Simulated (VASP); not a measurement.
Here is a VASP 6.6.1 calculation.

INCAR

```
SYSTEM = KH5
PREC = Accurate ; ENCUT = 520
EDIFF = 1E-6 ; ISMEAR = 0
SIGMA = 0.1 ; LREAL = .False.
LASPH = .True. ; NELM = 80
ALGO = Normal ; ISIF = 2
LWAVE = .False. ; LCHARG = .False.
GGA = PE ; NBANDS = 16
```

The input KPOINTS:

```
regular mesh
0
Gamma
  6 6 4
  0 0 0
```

Contents of POSCAR:

```
KH5
1.0
    3.7964191553      0.0000000000      0.0000000000
   -1.8982095777      3.2877954319      0.0000000000
    0.0000000000      0.0000000000      6.3867679719
K H
1 5
Direct
    0.3333333333      0.6666666667      1.0912043222
    0.3333333333      0.6666666667      0.5471977160
    0.0865509830      0.9134490170      0.5753789419
    0.0865509830      0.1731019661      0.5753789419
    0.8268980339      0.9134490170      0.5753789419
    0.0000000000      0.0000000000      0.9439705561
```

Potentials or basis: VASP PAW PBE potentials, release 64 (K_sv, H).

Run with:

```bash
$ cat potpaw_PBE.64/K_sv/POTCAR potpaw_PBE.64/H/POTCAR > POTCAR
$ mpirun -np 1 vasp_std > vasp.out
```

(1) What does it give for the pressure?

(2) Predict the band gap on the k mesh.

(3) What does it give for the largest force?

Answers

(1) -0.1 GPa.

(2) 1.04 eV (least direct gap 1.08 eV).

(3) 0.040 eV/Å.
